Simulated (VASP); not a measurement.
# AgCl (P6_3mc) in VASP: a series of runs

The runs below take AgCl through single point, with PBE.

All numbers are computed with VASP 6.6.1; they aren't measurements. Logs are shortened: lines on timing, memory, paths and dates and some standing lists are left out, and cuts for length are marked.

### 1 The cell of the first run

The structure is hexagonal, space group P6_3mc (No. 186). The conventional cell has a = 4.215 Å, b = 4.215 Å, c = 6.797 Å, α = 90.00°, β = 90.00°, γ = 120.00°. Ag (site symmetry 3m) has 4 Cl at 2.57 to 2.58 Å within 3.4 Å. Within 3.4 Å of Cl (site symmetry 3m) lie 4 Ag at 2.57 to 2.58 Å.

### 2 Single point, PBE (volume changed by -6%)

INCAR reads:

```
PREC     = Accurate       # precision mode
ENCUT    = 520            # plane-wave cutoff, eV
EDIFF    = 1E-6           # SCF threshold, eV
ISMEAR   = 0              # smearing method
SIGMA    = 0.01           # smearing width, eV
LREAL    = False          # projectors in reciprocal space
LASPH    = True           # aspherical terms in the spheres
NELM     = 100            # most SCF steps
ALGO     = Normal         # electronic algorithm
ISIF     = 2              # what is computed and relaxed
LWAVE    = False          # write WAVECAR
LCHARG   = True           # write CHGCAR
GGA      = PE             # functional
LELF     = True           # ELF
LVHAR    = True         
NBANDS   = 26             # bands
```

KPOINTS reads:

```
regular mesh
0
Gamma
  6 6 4
```

POSCAR reads:

```
AgCl
1.0
    4.2150890085      0.0000000000      0.0000000000
   -2.1075445042      3.6503741606      0.0000000000
    0.0000000000      0.0000000000      6.7968766565
Ag Cl
2 2
Direct
    0.3333333333      0.6666666667     -0.0023845080
    0.6666666667      0.3333333333      0.4976154920
    0.3333333333      0.6666666667      0.3773845080
    0.6666666667      0.3333333333      0.8773845080
```

Potentials or basis: VASP PAW PBE potentials, release 64 (Ag, Cl).

Command:

```
$ cat potpaw_PBE.64/Ag/POTCAR potpaw_PBE.64/Cl/POTCAR > POTCAR
$ mpirun -np 1 vasp_std > vasp.out
```

OUTCAR:

```text
PREC = Accurate
   ENCUT = 520
   EDIFF = 1E-6
   ISMEAR = 0
   LREAL = False
   LASPH = True
   NELM = 100
   ISIF = 2
   GGA = PE

 ion  position               nearest neighbor table
   1  0.333  0.667  0.998-   4 2.57   4 2.57   4 2.57   3 2.58
   2  0.667  0.333  0.498-   3 2.57   3 2.57   3 2.57   4 2.58
   3  0.333  0.667  0.377-   2 2.57   2 2.57   2 2.57   1 2.58
   4  0.667  0.333  0.877-   1 2.57   1 2.57   1 2.57   2 2.58

  LATTYP: Found a hexagonal cell.
 ALAT       =     4.2150890085
 C/A-ratio  =     1.6125108255

  Lattice vectors:

 A1 = (   4.2150890085,   0.0000000000,   0.0000000000)
 A2 = (  -2.1075445042,   3.6503741606,   0.0000000000)
 A3 = (   0.0000000000,   0.0000000000,   6.7968766565)

Analysis of symmetry for initial positions (statically):
=====================================================================
 Subroutine PRICEL returns:
 Original cell was already a primitive cell.

 Routine SETGRP: Setting up the symmetry group for a
 hexagonal supercell.

 Subroutine GETGRP returns: Found 12 space group operations
 (whereof  6 operations were pure point group operations)
 out of a pool of 24 trial point group operations.

The static configuration has the point symmetry C_3v.
 The point group associated with its full space group is C_6v.

Analysis of symmetry for dynamics (positions and initial velocities):
=====================================================================
 Subroutine PRICEL returns:
 Original cell was already a primitive cell.

 Routine SETGRP: Setting up the symmetry group for a
 hexagonal supercell.

 Subroutine GETGRP returns: Found 12 space group operations
 (whereof  6 operations were pure point group operations)
 out of a pool of 24 trial point group operations.

The dynamic configuration has the point symmetry C_3v.
 The point group associated with its full space group is C_6v.

 Subroutine INISYM returns: Found 12 space group operations
 (whereof  6 operations are pure point group operations),
 and found     1 'primitive' translations

----------------------------------------------------------------------------------------

                                     Primitive cell

  volume of cell :     104.5812

  direct lattice vectors                    reciprocal lattice vectors
     4.215089008  0.000000000  0.000000000     0.237242914  0.136972260  0.000000000
    -2.107544504  3.650374161  0.000000000     0.000000000  0.273944521  0.000000000
     0.000000000  0.000000000  6.796876657     0.000000000  0.000000000  0.147126401

  length of vectors
     4.215089008  4.215089008  6.796876657     0.273944521  0.273944521  0.147126401

  position of ions in fractional coordinates (direct lattice)
     0.333333333  0.666666667  0.997615492
     0.666666667  0.333333333  0.497615492
     0.333333333  0.666666667  0.377384508
     0.666666667  0.333333333  0.877384508

  ion indices of the primitive-cell ions
   primitive index   ion index
                 1           1
                 2           2
                 3           3
                 4           4

----------------------------------------------------------------------------------------

 KPOINTS: regular mesh

Automatic generation of k-mesh.
 Grid dimensions read from file:
 generate k-points for:    6    6    4

 Generating k-lattice:

  Cartesian coordinates                     Fractional coordinates (reciprocal lattice)
     0.039540486  0.022828710  0.000000000     0.166666667  0.000000000  0.000000000
     0.000000000  0.045657420  0.000000000     0.000000000  0.166666667  0.000000000
     0.000000000  0.000000000  0.036781600     0.000000000  0.000000000  0.250000000

  Length of vectors
     0.045657420  0.045657420  0.036781600

  Shift w.r.t. Gamma in fractional coordinates (k-lattice)
     0.000000000  0.000000000  0.000000000

 Subroutine IBZKPT returns following result:
 ===========================================

 Found     21 irreducible k-points:

 Following reciprocal coordinates:
            Coordinates               Weight
  0.000000  0.000000  0.000000      1.000000
  0.166667 -0.000000  0.000000      6.000000
  0.333333 -0.000000  0.000000      6.000000
  0.500000 -0.000000  0.000000      3.000000
  0.166667  0.166667  0.000000      6.000000
  0.333333  0.166667  0.000000     12.000000
[... 13 lines left out ...]
  0.333333  0.166667  0.500000     12.000000
  0.333333  0.333333  0.500000      2.000000
   k-points           NKPTS =     21   k-points in BZ     NKDIM =     21   number of bands    NBANDS=     26
   number of dos      NEDOS =    301   number of ions     NIONS =      4
   total plane-waves  NPLWV =  55296
   dimension x,y,z NGX =    32 NGY =   32 NGZ =   54
   dimension x,y,z NGXF=    64 NGYF=   64 NGZF=  108
   ions per type =               2   2
   NGX,Y,Z   is equivalent  to a cutoff of  12.62, 12.62, 13.21 a.u.
   NGXF,Y,Z  is equivalent  to a cutoff of  25.24, 25.24, 26.42 a.u.
 SYSTEM =  unknown system
   PREC   = accura    normal or accurate (medium, high low for compatibility)
   ISTART =      0    job   : 0-new  1-cont  2-samecut
   ICHARG =      2    charge: 1-file 2-atom 10-const
   ISPIN  =      1    spin polarized calculation?
   LNONCOLLINEAR =      F non collinear calculations
   LSORBIT =      F    spin-orbit coupling
   LASPH  =      T    aspherical Exc in radial PAW
   ENCUT  =  520.0 eV  38.22 Ry    6.18 a.u.   7.84  7.84 12.64*2*pi/ulx,y,z
   NELM   =    100;   NELMIN=  2; NELMDL= -5     # of ELM steps
   EDIFF  = 0.1E-05   stopping-criterion for ELM
   LREAL  =      F    real-space projection
   EDIFFG = 0.1E-04   stopping-criterion for IOM
   NSW    =      0    number of steps for IOM
   IBRION =     -1    ionic relax: 0-MD 1-quasi-New 2-CG
   NFREE  =      0    steps in history (QN), initial steepest desc. (CG)
   ISIF   =      2    stress and relaxation
   ISYM   =      2    0-nonsym 1-usesym 2-fastsym
   POTIM  = 0.5000    time-step for ionic-motion
   TEBEG  =    0.0;   TEEND  =   0.0 temperature during run
   PSTRESS=    0.0 pullay stress
   NELECT =      36.0000    total number of electrons
   NUPDOWN=      -1.0000    fix difference up-down
   EMIN   =  10.00;   EMAX   =-10.00  energy-range for DOS
   EFERMI =   0.00;   METHOD = LEGACY
   ISMEAR =     0;   SIGMA  =   0.01  broadening in eV -4-tet -1-fermi 0-gaus
   EFERMI_NEDOS =   21; number of points for ismear=-14 and -15
   IALGO  =     38    algorithm
   IMIX   =      4    mixing-type and parameters
     AMIX     =   0.40;   BMIX     =  1.00
     AMIX_MAG =   1.60;   BMIX_MAG =  1.00
  volume/ion in A,a.u.               =      26.15       176.44
  Fermi-wavevector in a.u.,A,eV,Ry     =   1.147337  2.168153 17.910480  1.316383
  Thomas-Fermi vector in A             =   2.284018
   LORBIT       =      0    0 simple, 1 ext, 2 COOP (PROOUT), +10 PAW based schemes
   GGA     = PE    functional components
   LHFCALC =     F    Hartree Fock is set to
   AEXX    =    0.0000 exact exchange contribution
   IVDW    =     0    specifies the selected vdW correction
   LEPSILON=     F    determine dielectric tensor
   LRPA    =     F    only Hartree local field effects (RPA)
 non-spin polarized calculation
 Gauss-broadening in eV      SIGMA  =   0.01
  energy-cutoff  :      520.00
  volume of cell :      104.58
 maximum number of plane-waves:      2838
 NGX is ok and might be reduce to    32
   NGX = 15   NGY = 15   NGZ = 25

 number of electron      36.0000005 magnetization

 Free energy of the ion-electron system (eV)
  ---------------------------------------------------
  ext. energy  EPLUGINS =         0.00000000
  ---------------------------------------------------
  free energy    TOTEN  =       -10.87182227 eV

  energy without entropy =      -10.87182227  energy(sigma->0) =      -10.87182227

 E-fermi :   2.1742     XC(G=0):  -8.6608

 val. band max:        2.0539889068   @ k =   0.0000   0.0000   0.0000
 cond. band min:       3.2864637687   @ k =   0.0000   0.0000   0.0000
 fundamental gap:      1.2324748619
 Fermi energy:         2.1741610146

 k-point     1 :       0.0000    0.0000    0.0000
  band No.  band energies     occupation
      1     -12.9910      2.00000
      2     -12.7905      2.00000
      3      -2.2885      2.00000
      4      -2.2279      2.00000
      5      -2.2279      2.00000
      6      -2.1569      2.00000
[... 18 lines left out ...]
     25      10.8345      0.00000
     26      10.8345      0.00000

 k-point     2 :       0.1667   -0.0000    0.0000
  band No.  band energies     occupation
      1     -12.9483      2.00000
      2     -12.7716      2.00000
      3      -2.3172      2.00000
      4      -2.1788      2.00000
      5      -2.1716      2.00000
      6      -2.1433      2.00000
[... 18 lines left out ...]
     25      10.8122      0.00000
     26      11.1707      0.00000

 k-point     3 :       0.3333   -0.0000    0.0000
  band No.  band energies     occupation
      1     -12.8551      2.00000
      2     -12.7401      2.00000
      3      -2.4154      2.00000
      4      -2.2401      2.00000
      5      -2.0629      2.00000
      6      -1.9836      2.00000
[... 18 lines left out ...]
     25      11.0722      0.00000
     26      11.9722      0.00000

 k-point     4 :       0.5000   -0.0000    0.0000
  band No.  band energies     occupation
      1     -12.7983      2.00000
      2     -12.7337      2.00000
      3      -2.3952      2.00000
      4      -2.3331      2.00000
      5      -2.0123      2.00000
      6      -1.8939      2.00000
[... 18 lines left out ...]
     25      11.4045      0.00000
     26      12.3071      0.00000
[... 409 lines left out ...]
      1     -12.8123      2.00000
      2     -12.8123      2.00000
      3      -2.4376      2.00000
      4      -2.4376      2.00000
      5      -2.0703      2.00000
      6      -2.0703      2.00000
[... 18 lines left out ...]
     25      10.9665      0.00000
     26      10.9665      0.00000

 k-point    20 :       0.3333    0.1667    0.5000
  band No.  band energies     occupation
      1     -12.7646      2.00000
      2     -12.7646      2.00000
      3      -2.4335      2.00000
      4      -2.4335      2.00000
      5      -2.0035      2.00000
      6      -2.0035      2.00000
[... 18 lines left out ...]
     25      11.4028      0.00000
     26      11.4028      0.00000

 k-point    21 :       0.3333    0.3333    0.5000
  band No.  band energies     occupation
      1     -12.7488      2.00000
      2     -12.7488      2.00000
      3      -2.3127      2.00000
      4      -2.3127      2.00000
      5      -2.0820      2.00000
      6      -2.0820      2.00000
[... 18 lines left out ...]
     25      12.2738      0.00000
     26      12.2739      0.00000

------------------------ aborting loop because EDIFF is reached ----------------------------------------

  FORCE on cell =-STRESS in cart. coord.  units (eV):
  Direction    XX          YY          ZZ          XY          YZ          ZX
  --------------------------------------------------------------------------------------
  -------------------------------------------------------------------------------------
  Total        1.3596910      1.3596910      1.3100905      0.0000000      0.0000000      0.0000000
  in kB       20.8303852     20.8303852     20.0705076      0.0000000      0.0000000      0.0000000
  external PRESSURE =      20.5770927 kB  Pullay stress =       0.0000000 kB

 VOLUME and BASIS-vectors are now :
 -----------------------------------------------------------------------------
  energy-cutoff  :      520.00
  volume of cell :      104.58
      direct lattice vectors                 reciprocal lattice vectors
     4.215089008  0.000000000  0.000000000     0.237242914  0.136972260  0.000000000
    -2.107544504  3.650374161  0.000000000     0.000000000  0.273944521  0.000000000
     0.000000000  0.000000000  6.796876657     0.000000000  0.000000000  0.147126401

 POSITION                                       TOTAL-FORCE (eV/Angst)
 -----------------------------------------------------------------------------------
     -0.00000      2.43358      6.78067        -0.000000     -0.000000      0.000207
      2.10754      1.21679      3.38223         0.000000     -0.000000      0.000207
     -0.00000      2.43358      2.56504         0.000000     -0.000000     -0.000207
      2.10754      1.21679      5.96347        -0.000000      0.000000     -0.000207
 -----------------------------------------------------------------------------------
    total drift:                               -0.000000      0.000000      0.000870

  FREE ENERGIE OF THE ION-ELECTRON SYSTEM (eV)
  ---------------------------------------------------
  free  energy   TOTEN  =       -10.8718222730 eV

  energy  without entropy=      -10.8718222730  energy(sigma->0) =      -10.87182227
```

Run time: 27 s. Hardware: 1 thread of Intel Xeon 6975P-C (Granite Rapids), shared host; peak memory 0.23 GiB.

What came out:

| Item | Value |
| --- | --- |
| Free energy | -10.8718 eV |
| Pressure | 2.1 GPa |
| Band gap on the k mesh | 1.23 eV, direct |

### 3 Single point, PBE (volume changed by -3%)

INCAR reads:

```
SYSTEM = AgCl
PREC = Accurate
ENCUT = 520
EDIFF = 1E-7
ISMEAR = 0
SIGMA = 0.01
LREAL = .FALSE.
LASPH = .TRUE.
NELM = 60
ALGO = Normal
ISIF = 2
LWAVE = .FALSE.
LCHARG = .FALSE.
GGA = PE
NBANDS = 26
```

KPOINTS reads:

```
regular mesh
0
G
  6 6 4
  0 0 0
```

POSCAR reads:

```
AgCl
1.0
    4.2594616273      0.0000000000      0.0000000000
   -2.1297308136      3.6888019757      0.0000000000
    0.0000000000      0.0000000000      6.8684279846
Ag Cl
2 2
Direct
    0.3333333333      0.6666666667     -0.0023845080
    0.6666666667      0.3333333333      0.4976154920
    0.3333333333      0.6666666667      0.3773845080
    0.6666666667      0.3333333333      0.8773845080
```

Potentials or basis: VASP PAW PBE potentials, release 64 (Ag, Cl).

Command:

```
$ cat potpaw_PBE.64/Ag/POTCAR potpaw_PBE.64/Cl/POTCAR > POTCAR
$ mpirun -np 1 vasp_std > vasp.out
```

It took 23 s on 1 thread of Intel Xeon 6975P-C (Granite Rapids), shared host; peak memory 0.24 GiB.

Results (log left out):

```
Free energy            : -10.9033 eV
Pressure               : 0.9 GPa
Band gap on the k mesh : 1.27 eV, direct
```

Levels at points of the mesh, in eV from the valence-band top:
| k point | band 14 | band 15 | band 16 | band 17 | band 18 | band 19 | band 20 | band 21 | band 22 | band 23 |
| --- | --- | --- | --- | --- | --- | --- | --- | --- | --- | --- |
| (0.00, 0.00, 0.00) | -0.55 | -0.55 | -0.13 | 0.00 | 0.00 | 1.27 | 3.56 | 6.79 | 8.00 | 8.00 |
| (0.50, 0.00, 0.00) | -1.85 | -1.52 | -1.38 | -0.66 | -0.61 | 3.96 | 5.15 | 5.94 | 6.05 | 8.05 |
| (0.00, 0.00, 0.50) | -1.08 | -0.28 | -0.28 | -0.28 | -0.28 | 2.73 | 2.73 | 6.83 | 6.83 | 8.21 |
| (0.50, 0.00, 0.50) | -1.91 | -0.97 | -0.97 | -0.92 | -0.92 | 4.34 | 4.34 | 6.11 | 6.11 | 7.93 |

(Part 1 of 2 ends here.)
